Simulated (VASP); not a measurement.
**InSe: single point with PBEsol**

Crystal: InSe.

```
In Se
1.0
     2.04736    1.20628    8.33244
    -1.95264    1.18628    8.31244
     0.03004   -2.26782    8.30512
In Se
2 2
Direct
  0.00000 0.00000 0.00000
  0.11220 0.11220 0.11220
  0.61550 0.61550 0.61550
  0.83000 0.83000 0.83000
```

This cell differs from its parent crystal: equal xy, yz and zx shear strains of +1 %.

```yaml
Program: VASP 6.6.1
Task: single point
Functional: PBEsol
Potentials_or_basis: VASP PAW PBE potentials, release 64 (In_d, Se)
Cutoff: 520 eV
k_mesh: 7 × 7 × 7
Occupations: fermi-dirac, width 0.01 eV
Spin: no spin polarisation
```

The pressure is 0.3 GPa, the largest force is 0.208 eV/Å and the band gap on the k mesh is 0.65 eV (least direct gap 0.69 eV).

Forces on the atoms (eV/Å):
```
In  -0.011 -0.056  0.172
In   0.097  0.053 -0.176
Se   0.026  0.073 -0.028
Se  -0.113 -0.070  0.032
```

Stress tensor (GPa, compression positive):
```
 0.52 -0.35 -0.38
-0.35  0.54 -0.37
-0.38 -0.37 -0.06
```

Levels at points of the mesh, in eV from the valence-band top:
| k point | band 15 | band 16 | band 17 | band 18 | band 19 | band 20 | band 21 | band 22 | band 23 | band 24 |
| --- | --- | --- | --- | --- | --- | --- | --- | --- | --- | --- |
| (0.00, 0.00, 0.00) | -1.49 | -1.22 | -1.19 | -1.09 | -1.04 | 1.85 | 2.14 | 4.42 | 4.51 | 5.19 |

It took 34 min on 1 thread of Intel(R) Xeon(R) Platinum 8259CL CPU @ 2.50GHz (Skylake/Cascade Lake), with other jobs on the host, peak memory 0.86 GiB.

Caveat: the cell differs from its parent crystal (equal xy, yz and zx shear strains of +1 %); the PAW data sets were made with another functional, which shifts forces and pressure a little; spin-orbit coupling is left out, which moves the levels of the heavy elements; an odd mesh through Γ misses points on the zone boundary, where band edges can lie.
